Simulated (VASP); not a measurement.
# TiN in VASP: single point with PBEsol

Aim: the single point of TiN with PBEsol.

Program: VASP 6.6.1. These are calculated values, not measurements. Logs are shortened: lines on timing, memory, paths and dates and some standing lists are left out, and cuts for length are marked.

## 1. The cell of the first run

The cell holds a slab with vacuum, 8 atoms: a = 2.973 Å, b = 2.973 Å, c = 25.495 Å, α = 90.00°, β = 90.00°, γ = 120.00°.

## 2. Single point, PBEsol

File INCAR:

```
PREC = Accurate
ENCUT = 520
EDIFF = 1E-7
ISMEAR = 0
SIGMA = 0.1
LREAL = False
LASPH = True
NELM = 100
ALGO = Normal
ISIF = 2
LWAVE = False
LCHARG = False
LDIPOL = True
IDIPOL = 3
DIPOL = 0.5 0.5 0.500
GGA = PS
NBANDS = 44
```

File KPOINTS:

```
regular mesh
0
Gamma
  12 12 1
```

File POSCAR:

```
TiN
1.0
    2.9726300472      0.0000000000      0.0000000000
   -1.4863150236      2.5743731369      0.0000000000
    0.0000000000      0.0000000000     25.4949979446
N Ti
4 4
Direct
    0.3333333333      0.6666666667      0.3333987325
    0.0000000000      0.0000000000      0.4285994568
    0.6666666667      0.3333333333      0.5234939495
    0.3333333333      0.6666666667      0.6204880010
    0.6666666667      0.3333333333      0.3809990946
    0.3333333333      0.6666666667      0.4761998189
    0.0000000000      0.0000000000      0.5717931278
    0.6666666667      0.3333333333      0.6620152147
```

Potentials or basis: VASP PAW PBE potentials, release 64 (N, Ti_sv).

Launch:

```bash
$ cat potpaw_PBE.64/N/POTCAR potpaw_PBE.64/Ti_sv/POTCAR > POTCAR
$ mpirun -np 1 vasp_std > vasp.out
```

OUTCAR:

```text
PREC = Accurate
   ENCUT = 520
   EDIFF = 1E-7
   ISMEAR = 0
   LREAL = False
   LASPH = True
   NELM = 100
   ISIF = 2
   GGA = PS

 ion  position               nearest neighbor table
   1  0.333  0.667  0.333-   5 2.10   5 2.10   5 2.10
   2  0.000  0.000  0.429-   6 2.10   6 2.10   6 2.10   5 2.10   5 2.10   5 2.10
   3  0.667  0.333  0.523-   6 2.10   6 2.10   6 2.10   7 2.11   7 2.11   7 2.11
   4  0.333  0.667  0.620-   8 2.02   8 2.02   8 2.02   7 2.12   7 2.12   7 2.12
   5  0.667  0.333  0.381-   1 2.10   1 2.10   1 2.10   2 2.10   2 2.10   2 2.10
   6  0.333  0.667  0.476-   3 2.10   3 2.10   3 2.10   2 2.10   2 2.10   2 2.10
   7  0.000  0.000  0.572-   3 2.11   3 2.11   3 2.11   4 2.12   4 2.12   4 2.12   8 2.87   8 2.87
                             8 2.87
   8  0.667  0.333  0.662-   4 2.02   4 2.02   4 2.02   7 2.87   7 2.87   7 2.87

  LATTYP: Found a hexagonal cell.
 ALAT       =     2.9726300472
 C/A-ratio  =     8.5765795070

  Lattice vectors:

 A1 = (   2.9726300472,   0.0000000000,   0.0000000000)
 A2 = (  -1.4863150236,   2.5743731369,   0.0000000000)
 A3 = (   0.0000000000,   0.0000000000,  25.4949979446)

Analysis of symmetry for initial positions (statically):
=====================================================================
 Subroutine PRICEL returns:
 Original cell was already a primitive cell.

 Routine SETGRP: Setting up the symmetry group for a
 hexagonal supercell.

 Subroutine GETGRP returns: Found  6 space group operations
 (whereof  6 operations were pure point group operations)
 out of a pool of 24 trial point group operations.

The static configuration has the point symmetry C_3v.

Analysis of symmetry for dynamics (positions and initial velocities):
=====================================================================
 Subroutine PRICEL returns:
 Original cell was already a primitive cell.

 Routine SETGRP: Setting up the symmetry group for a
 hexagonal supercell.

 Subroutine GETGRP returns: Found  6 space group operations
 (whereof  6 operations were pure point group operations)
 out of a pool of 24 trial point group operations.

The dynamic configuration has the point symmetry C_3v.

 Subroutine INISYM returns: Found  6 space group operations
 (whereof  6 operations are pure point group operations),
 and found     1 'primitive' translations

----------------------------------------------------------------------------------------

                                     Primitive cell

  volume of cell :     195.1045

  direct lattice vectors                    reciprocal lattice vectors
     2.972630047  0.000000000  0.000000000     0.336402440  0.194222039  0.000000000
    -1.486315024  2.574373137  0.000000000     0.000000000  0.388444078  0.000000000
     0.000000000  0.000000000 25.494997945     0.000000000  0.000000000  0.039223380

  length of vectors
     2.972630047  2.972630047 25.494997945     0.388444078  0.388444078  0.039223380

  position of ions in fractional coordinates (direct lattice)
     0.333333333  0.666666667  0.333398733
     0.000000000  0.000000000  0.428599457
     0.666666667  0.333333333  0.523493950
     0.333333333  0.666666667  0.620488001
     0.666666667  0.333333333  0.380999095
     0.333333333  0.666666667  0.476199819
     0.000000000  0.000000000  0.571793128
     0.666666667  0.333333333  0.662015215

  ion indices of the primitive-cell ions
   primitive index   ion index
                 1           1
                 2           2
                 3           3
                 4           4
                 5           5
                 6           6
                 7           7
                 8           8

----------------------------------------------------------------------------------------

 KPOINTS: regular mesh

Automatic generation of k-mesh.
 Grid dimensions read from file:
 generate k-points for:   12   12    1

 Generating k-lattice:

  Cartesian coordinates                     Fractional coordinates (reciprocal lattice)
     0.028033537  0.016185170  0.000000000     0.083333333 -0.000000000  0.000000000
     0.000000000  0.032370340  0.000000000     0.000000000  0.083333333  0.000000000
     0.000000000  0.000000000  0.039223380     0.000000000  0.000000000  1.000000000

  Length of vectors
     0.032370340  0.032370340  0.039223380

  Shift w.r.t. Gamma in fractional coordinates (k-lattice)
     0.000000000  0.000000000  0.000000000

 Subroutine IBZKPT returns following result:
 ===========================================

 Found     19 irreducible k-points:

 Following reciprocal coordinates:
            Coordinates               Weight
  0.000000  0.000000  0.000000      1.000000
  0.083333  0.000000  0.000000      6.000000
  0.166667 -0.000000  0.000000      6.000000
  0.250000 -0.000000  0.000000      6.000000
  0.333333 -0.000000  0.000000      6.000000
  0.416667  0.000000  0.000000      6.000000
[... 11 lines left out ...]
  0.333333  0.250000  0.000000     12.000000
  0.333333  0.333333  0.000000      2.000000
   k-points           NKPTS =     19   k-points in BZ     NKDIM =     19   number of bands    NBANDS=     44
   number of dos      NEDOS =    301   number of ions     NIONS =      8
   total plane-waves  NPLWV = 110592
   dimension x,y,z NGX =    24 NGY =   24 NGZ =  192
   dimension x,y,z NGXF=    48 NGYF=   48 NGZF=  384
   ions per type =               4   4
   NGX,Y,Z   is equivalent  to a cutoff of  13.42, 13.42, 12.52 a.u.
   NGXF,Y,Z  is equivalent  to a cutoff of  26.84, 26.84, 25.04 a.u.
 SYSTEM =  unknown system
   PREC   = accura    normal or accurate (medium, high low for compatibility)
   ISTART =      0    job   : 0-new  1-cont  2-samecut
   ICHARG =      2    charge: 1-file 2-atom 10-const
   ISPIN  =      1    spin polarized calculation?
   LNONCOLLINEAR =      F non collinear calculations
   LSORBIT =      F    spin-orbit coupling
   LASPH  =      T    aspherical Exc in radial PAW
   ENCUT  =  520.0 eV  38.22 Ry    6.18 a.u.   5.53  5.53 47.40*2*pi/ulx,y,z
   NELM   =    100;   NELMIN=  2; NELMDL= -5     # of ELM steps
   EDIFF  = 0.1E-06   stopping-criterion for ELM
   LREAL  =      F    real-space projection
   EDIFFG = 0.1E-05   stopping-criterion for IOM
   NSW    =      0    number of steps for IOM
   IBRION =     -1    ionic relax: 0-MD 1-quasi-New 2-CG
   NFREE  =      0    steps in history (QN), initial steepest desc. (CG)
   ISIF   =      2    stress and relaxation
   ISYM   =      2    0-nonsym 1-usesym 2-fastsym
   POTIM  = 0.5000    time-step for ionic-motion
   TEBEG  =    0.0;   TEEND  =   0.0 temperature during run
   PSTRESS=    0.0 pullay stress
   NELECT =      68.0000    total number of electrons
   NUPDOWN=      -1.0000    fix difference up-down
   EMIN   =  10.00;   EMAX   =-10.00  energy-range for DOS
   EFERMI =   0.00;   METHOD = LEGACY
   ISMEAR =     0;   SIGMA  =   0.10  broadening in eV -4-tet -1-fermi 0-gaus
   EFERMI_NEDOS =   21; number of points for ismear=-14 and -15
   IALGO  =     38    algorithm
   IMIX   =      4    mixing-type and parameters
     AMIX     =   0.40;   BMIX     =  1.00
     AMIX_MAG =   1.60;   BMIX_MAG =  1.00
  volume/ion in A,a.u.               =      24.39       164.58
  Fermi-wavevector in a.u.,A,eV,Ry     =   1.152096  2.177146 18.059357  1.327325
  Thomas-Fermi vector in A             =   2.288749
   LORBIT       =      0    0 simple, 1 ext, 2 COOP (PROOUT), +10 PAW based schemes
   GGA     = PS    functional components
   LHFCALC =     F    Hartree Fock is set to
   AEXX    =    0.0000 exact exchange contribution
   IVDW    =     0    specifies the selected vdW correction
   LEPSILON=     F    determine dielectric tensor
   LRPA    =     F    only Hartree local field effects (RPA)
 non-spin polarized calculation
 Gauss-broadening in eV      SIGMA  =   0.10
  energy-cutoff  :      520.00
  volume of cell :      195.10
 maximum number of plane-waves:      5351
 NGX is ok and might be reduce to    24
   NGX = 11   NGY = 11   NGZ = 95

 dipolmoment           0.000000      0.000000      0.003317 electrons x Angstroem

 number of electron      68.0000015 magnetization

 dipolmoment           0.000000      0.000000     -0.142603 electrons x Angstroem

 Free energy of the ion-electron system (eV)
  ---------------------------------------------------
  ext. energy  EPLUGINS =         0.00000000
  ---------------------------------------------------
  free energy    TOTEN  =       -78.13685775 eV

  energy without entropy =      -78.11083125  energy(sigma->0) =      -78.12384450

 E-fermi :   0.3656     XC(G=0):  -5.9295

 val. band max:        0.3620074251   @ k =   0.0833   0.0000   0.0000
 cond. band min:       0.3721539923   @ k =   0.4167   0.1667   0.0000
 fundamental gap:      0.0101465672
 Fermi energy:         0.3656183033

 k-point     1 :       0.0000    0.0000    0.0000
  band No.  band energies     occupation
      1     -57.2669      2.00000
      2     -56.9205      2.00000
      3     -56.5244      2.00000
      4     -55.9787      2.00000
      5     -33.8451      2.00000
      6     -33.4738      2.00000
[... 36 lines left out ...]
     43       2.1961      0.00000
     44       2.4425      0.00000

 k-point     2 :       0.0833    0.0000    0.0000
  band No.  band energies     occupation
      1     -57.2618      2.00000
      2     -56.9154      2.00000
      3     -56.5199      2.00000
      4     -55.9739      2.00000
      5     -33.8321      2.00000
      6     -33.4831      2.00000
[... 36 lines left out ...]
     43       2.3131      0.00000
     44       2.5853      0.00000

 k-point     3 :       0.1667   -0.0000    0.0000
  band No.  band energies     occupation
      1     -57.2479      2.00000
      2     -56.9014      2.00000
      3     -56.5075      2.00000
      4     -55.9607      2.00000
      5     -33.7970      2.00000
      6     -33.5650      2.00000
[... 741 lines left out ...]
     43       3.1821      0.00000
     44       3.5473      0.00000

 k-point    19 :       0.3333    0.3333    0.0000
  band No.  band energies     occupation
      1     -57.1811      2.00000
      2     -56.8341      2.00000
      3     -56.4478      2.00000
      4     -55.8975      2.00000
      5     -33.7937      2.00000
      6     -33.7937      2.00000
[... 36 lines left out ...]
     43       3.2548      0.00000
     44       3.5315      0.00000

------------------------ aborting loop because EDIFF is reached ----------------------------------------

 vacuum level on the upper side and lower side of the slab       (xc-potential included)        -1.658         1.644

  FORCE on cell =-STRESS in cart. coord.  units (eV):
  Direction    XX          YY          ZZ          XY          YZ          ZX
  --------------------------------------------------------------------------------------
  -------------------------------------------------------------------------------------
  Total       -0.8693669     -0.8693669     -3.5557908      0.0000000      0.0000000      0.0000000
  in kB       -7.1391470     -7.1391470    -29.1997707      0.0000000      0.0000000      0.0000000
  external PRESSURE =     -14.4926882 kB  Pullay stress =       0.0000000 kB

 VOLUME and BASIS-vectors are now :
 -----------------------------------------------------------------------------
  energy-cutoff  :      520.00
  volume of cell :      195.10
      direct lattice vectors                 reciprocal lattice vectors
     2.972630047  0.000000000  0.000000000     0.336402440  0.194222039  0.000000000
    -1.486315024  2.574373137  0.000000000     0.000000000  0.388444078  0.000000000
     0.000000000  0.000000000 25.494997945     0.000000000  0.000000000  0.039223380

 POSITION                                       TOTAL-FORCE (eV/Angst)
 -----------------------------------------------------------------------------------
     -0.00000      1.71625      8.50000         0.000000     -0.000000      4.471148
      0.00000      0.00000     10.92714         0.000000      0.000000      1.320417
      1.48632      0.85812     13.34648         0.000000      0.000000      0.003835
     -0.00000      1.71625     15.81934         0.000000      0.000000      0.004236
      1.48632      0.85812      9.71357        -0.000000      0.000000     -5.867509
     -0.00000      1.71625     12.14071        -0.000000     -0.000000      0.046422
      0.00000      0.00000     14.57786        -0.000000      0.000000     -0.012153
      1.48632      0.85812     16.87808        -0.000000      0.000000      0.033604
 -----------------------------------------------------------------------------------
    total drift:                               -0.000000     -0.000000      0.000298

  FREE ENERGIE OF THE ION-ELECTRON SYSTEM (eV)
  ---------------------------------------------------
  free  energy   TOTEN  =       -78.1368577480 eV

  energy  without entropy=      -78.1108312542  energy(sigma->0) =      -78.12384450

 vacuum level on the upper side and lower side of the slab         5.008         8.380
```

Wall time 15 min (1 thread of Intel Xeon 8259CL, shared host); peak memory 0.4 GiB.

What came out:

- Free energy: -78.1369 eV
- Largest force: 5.868 eV/Å
- Band gap on the k mesh: zero (bands 34 and 35 overlap by 0.07 eV)

Forces on the atoms (eV/Å):
```
N    0.000  0.000  4.471
N    0.000  0.000  1.320
N    0.000  0.000  0.004
N    0.000  0.000  0.004
Ti   0.000  0.000 -5.868
Ti   0.000  0.000  0.046
Ti   0.000  0.000 -0.012
Ti   0.000  0.000  0.034
```

Levels at points of the mesh, in eV from the Fermi level:
```tsv
k point	band 30	band 31	band 32	band 33	band 34	band 35	band 36	band 37	band 38	band 39
(0.00, 0.00, 0.00)	-1.32	-0.68	-0.50	-0.50	-0.05	-0.05	0.02	0.58	0.58	1.02
(0.50, 0.00, 0.00)	-2.93	-2.03	-1.20	-0.45	-0.07	0.16	1.41	1.91	1.94	2.03
```

Caveat: the PAW data sets were made with another functional, which shifts forces and pressure a little.
